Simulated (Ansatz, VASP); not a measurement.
**BaTe in VASP and in Ansatz**

```
Ba Te
1.0
     0.00000    3.41000    3.41000
     3.41000    0.00000    3.41000
     3.41000    3.41000    0.00000
Ba Te
1 1
Cartesian
  0.0000 0.0000 0.0000
  3.2100 3.4100 3.4100
```

Alike in both runs: task single point; functional PBE; k mesh 4 × 4 × 4; no spin polarisation.

```csv
,VASP,Ansatz
version,VASP 6.6.1,Ansatz 0.2.0
potentials or method,"VASP PAW PBE potentials, release 64 (Ba_sv, Te)","plane waves, PAW"
plane-wave cutoff (eV),520,420
occupations,"gaussian, width 0.01 eV",fixed
valence electrons in the cell,16,26
```

VASP gave:

| Item | Value |
| --- | --- |
| rms of the force components (eV/Å) | 0.380 |

Question: Which values does Ansatz return?

Answer: rms of the force components (eV/Å): 0.364.

Atom by atom the forces differ by 0.016 eV/Å (rms over components). VASP's potentials hold 16 valence electrons a cell and Ansatz's 26, so a difference there can come from the potentials and not from the codes.

Neither program's run includes spin-orbit coupling.
